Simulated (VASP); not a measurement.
Input of a VASP 6.6.1 run:

The input POSCAR:

```
SnSe
1.0
    4.3932471935      0.0000000000      0.0000000000
    0.0000000000      4.1789424523      0.0000000000
    0.0000000000      0.0000000000     10.9898489716
Sn Se
2 2
Direct
    0.5000000000      0.0000000000      0.3713940265
    0.0000000000      0.5000000000      0.6286059735
    0.5000000000      0.0000000000      0.6150878825
    0.0000000000      0.5000000000      0.3849121175
```

Contents of INCAR.step1:

```
  PREC = Accurate
  ENCUT = 520
  ISMEAR = 0
  SIGMA = 0.05
  LREAL = False
  LASPH = True
  NELM = 80
  NBANDS = 28
  GGA = PE
  ALGO = Normal
  EDIFF = 1E-4
  LWAVE = True
  LCHARG = False
```

The input INCAR.step2:

```
  PREC = Accurate
  ENCUT = 520
  EDIFF = 1E-7
  ISMEAR = 0
  SIGMA = 0.05
  LREAL = False
  LASPH = True
  NELM = 80
  ALGO = Normal
  ISIF = 2
  LWAVE = False
  LCHARG = False
  METAGGA = R2SCAN
  LMIXTAU = True
  NBANDS = 28
  ISTART = 1
```

The input KPOINTS:

```
regular mesh
0
Gamma
  6 6 4
```

Potentials or basis: VASP PAW PBE potentials, release 64 (Sn_d, Se).

Command:

```console
$ cat potpaw_PBE.64/Sn_d/POTCAR potpaw_PBE.64/Se/POTCAR > POTCAR
$ cp INCAR.step1 INCAR
$ mpirun -np 1 vasp_std > vasp.out
$ cp INCAR.step2 INCAR
$ mpirun -np 1 vasp_std > vasp.out
```

(1) Estimate the largest force.

(2) What does it give for the band gap on the k mesh?

Answers

(1) 0.009 eV/Å.

(2) 1.48 eV (least direct gap 1.68 eV).

Caveat: the cell differs from its parent crystal (strain +0.0250 x Voigt [1, -1, 0, 0, 0, 0]); there is no dipole correction, which matters where the two faces differ; the PAW data sets were made with another functional, which shifts forces and pressure a little; spin-orbit coupling is left out, which moves the levels of the heavy elements.
